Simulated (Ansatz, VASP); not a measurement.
**Two plane-wave programs on LiBN**

```xyz
6
Lattice="3.2158 0.0000 0.0000 0.0000 2.7978 0.0000 0.0000 0.0000 6.7980" Properties=species:S:1:pos:R:3 pbc="T T T"
Li    0.0000    1.3989    0.6458
Li    1.6079    0.0000    6.1522
N     0.0000    0.0000    6.5600
N     1.6079    1.3989    0.2379
B     0.0000    0.0000    2.3793
B     1.6079    1.3989    4.4187
```

Alike in both runs: task single point; functional PBE; k mesh 8 × 9 × 4; no spin polarisation.

```csv
,VASP,Ansatz
version,VASP 6.6.1,Ansatz 0.2.0
potentials or method,"VASP PAW PBE potentials, release 64 (Li_sv, N, B), cutoff 520 eV",PAW plane waves
occupations,"methfessel-paxton of order 1, width 0.1495 eV","cold, width 0.1495 eV"
valence electrons in the cell,22,22
```

Ansatz gave:

```
rms of the force components (eV/Å) : 1.288
```

Estimate VASP's values.

rms of the force components (eV/Å): 1.335.

Atom by atom the forces differ by 0.052 eV/Å (rms over components).

Noted on VASP's run: the cutoff is under 1.25 times that of the potentials, so the pressure is a little rough.
